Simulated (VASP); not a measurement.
Here is a VASP 6.6.1 calculation.

Contents of INCAR:

```
ALGO = Normal ; EDIFF = 1E-6
ENCUT = 520 ; GGA = CA
ISIF = 2 ; ISMEAR = -1
LASPH = True ; LCHARG = False
LREAL = False ; LWAVE = False
NBANDS = 27 ; NELM = 80
PREC = Accurate ; SIGMA = 0.05
```

File KPOINTS:

```
k-points
0
Gamma
  7 7 6
```

POSCAR

```
InSe
1.0
    5.8263928781     -2.0546489550      0.0000000000
    5.8263928781      2.0546489550      0.0000000000
   -1.7232330140      0.0000000000      4.7713478577
In Se
2 2
Direct
    0.8882032500      0.8882032500      0.0468413600
    0.1117967500      0.1117967500      0.9531586400
    0.6609275900      0.6609275900      0.6689556200
    0.3390724100      0.3390724100      0.3310443800
```

Potentials or basis: VASP PAW LDA potentials, release 64 (In_d, Se).

Run with:

```sh
$ cat potpaw_LDA.64/In_d/POTCAR potpaw_LDA.64/Se/POTCAR > POTCAR
$ mpirun -np 1 vasp_std > vasp.out
```

(1) What does it give for the largest force?

(2) Estimate the band gap on the k mesh.

(3) Estimate the pressure.

Answers

(1) 0.068 eV/Å.

(2) 1.01 eV (least direct gap 1.08 eV).

(3) -2.7 GPa.

Caveat: spin-orbit coupling is left out, which moves the levels of the heavy elements.
